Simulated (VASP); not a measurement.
HfB: relaxation of the atoms with PBE

HfB:

```
Hf B
1.0
     0.00000    2.05106    2.05106
     2.05106    0.00000    2.05106
     2.05106    2.05106    0.00000
Hf B
1 1
Direct
  0.50000 0.50000 0.50000
  0.00000 0.00000 0.00000
```

```
Program                : VASP 6.6.1
Task                   : relaxation of the atoms
Functional             : PBE
Potentials or basis    : VASP PAW PBE potentials, release 64 (Hf_pv, B)
Cutoff                 : 520 eV
k mesh                 : 13 × 13 × 13
Occupations            : fermi-dirac, width 0.05 eV
Spin                   : no spin polarisation
Dipole correction      : no
Further INCAR settings : ALGO = Normal; EDIFF = 1e-06; IBRION = 2; EDIFFG = -0.01; NSW = 50
```

* Pressure after relaxing: 209.3 GPa
* Band gap on the k mesh: zero (an odd number of electrons rules out a gap without spin polarisation)

Final structure:
```
Hf B
1.0
     0.00000    2.05106    2.05106
     2.05106    0.00000    2.05106
     2.05106    2.05106    0.00000
Hf B
1 1
Direct
  0.50000 0.50000 0.50000
  0.00000 0.00000 0.00000
```

Levels at points of the mesh, in eV from the Fermi level:
| k point | band 4 | band 5 | band 6 | band 7 | band 8 | band 9 | band 10 |
| --- | --- | --- | --- | --- | --- | --- | --- |
| (0.00, 0.00, 0.00) | -10.60 | 2.16 | 2.16 | 2.16 | 4.91 | 4.91 | 4.91 |

Wall time 18 s on 1 thread of Intel Xeon 8259CL (shared host), peak memory 0.15 GiB.

Caveat: the relaxation stopped at its first step, so nothing moved; spin-orbit coupling is left out, which moves the levels of the heavy elements.
